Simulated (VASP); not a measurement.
## Ni: single point with PBEsol

Crystal: Ni.

```
Ni
1.0
    -1.38372    1.38372    1.38372
     1.38372   -1.38372    1.38372
     1.38372    1.38372   -1.38372
Ni
1
Cartesian
  0.0000 0.0000 0.0000
```

```yaml
Program: VASP 6.6.1
Task: single point
Functional: PBEsol
Potentials_or_basis: VASP PAW PBE potentials, release 64 (Ni)
Cutoff: 520 eV
k_mesh: 10 × 10 × 10
Occupations: fermi-dirac, width 0.1 eV
Spin: collinear spin, ferromagnetic start
Starting_moments: "[1.5] μB"
```

The pressure is -2.7 GPa. The net moment is 0.44 μB per cell, the site moments are Ni +0.45 μB and the valence electrons inside the program's atomic spheres are Ni 9.37.

Levels at points of the mesh, in eV from the Fermi level:
Spin up:
```tsv
k point	band 3	band 4	band 5	band 6	band 7	band 8
(0.00, 0.00, 0.00)	-2.29	-2.29	-0.85	-0.85	26.69	26.69
(0.50, 0.00, 0.00)	-0.92	-0.69	0.06	0.19	6.69	19.30
(0.50, 0.50, 0.50)	-0.17	-0.17	-0.17	9.89	9.89	9.89
```
Spin down:
| k point | band 2 | band 3 | band 4 | band 5 | band 6 | band 7 | band 8 | band 9 |
| --- | --- | --- | --- | --- | --- | --- | --- | --- |
| (0.00, 0.00, 0.00) | -1.78 | -1.78 | -1.78 | -0.43 | -0.43 | 26.63 | 26.63 | 26.63 |
| (0.50, 0.00, 0.00) | -2.79 | -0.47 | -0.26 | 0.18 | 0.64 | 6.97 | 19.27 | 20.45 |
| (0.50, 0.50, 0.50) | -4.03 | 0.40 | 0.40 | 0.40 | 9.92 | 9.92 | 9.92 | 16.03 |

It took 13 s on 1 thread of Intel(R) Xeon(R) 6975P-C (Granite Rapids), on a shared host, peak memory 0.13 GiB.

Caveat: the PAW data sets were made with another functional, which shifts forces and pressure a little.
